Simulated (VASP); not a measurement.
A run of VASP 6.6.1:

INCAR

```
  PREC = Accurate
  ENCUT = 1340
  EDIFF = 1E-6
  ISMEAR = -1
  SIGMA = 0.05
  LREAL = False
  LASPH = True
  NELM = 120
  ALGO = Normal
  ISIF = 2
  LWAVE = False
  LCHARG = False
  GGA = PE
  NBANDS = 28
  GGA_COMPAT = False
```

File KPOINTS:

```
Automatic mesh
0
Gamma
  8 5 6
```

POSCAR

```
SnO
1.0
    3.3324875095      0.0000000000      0.0000000000
    0.0000000000      5.6360216177      0.0000000000
    0.0000000000      0.0000000000      4.1936337771
Sn O
2 2
Direct
    0.5000000000      0.7680910000      0.0131440000
    0.0000000000      0.2319090000      0.5131440000
    0.5000000000      0.1087500000      0.2368570000
    0.0000000000      0.8912500000      0.7368570000
```

Potentials or basis: VASP PAW PBE potentials, release 64 (Sn_d, O_h).

Run with:

```sh
$ cat potpaw_PBE.64/Sn_d/POTCAR potpaw_PBE.64/O_h/POTCAR > POTCAR
$ mpirun -np 1 vasp_std > vasp.out
```

Hardware: 1 thread of Intel(R) Xeon(R) Platinum 8259CL CPU @ 2.50GHz (Skylake/Cascade Lake), with other jobs on the host.

Q: Estimate the wall time of this run.

A: Wall time 6.5 min on 1 thread of Intel(R) Xeon(R) Platinum 8259CL CPU @ 2.50GHz (Skylake/Cascade Lake), on a shared host, peak memory 0.68 GiB. Counts: scf iterations 14, k points 60.
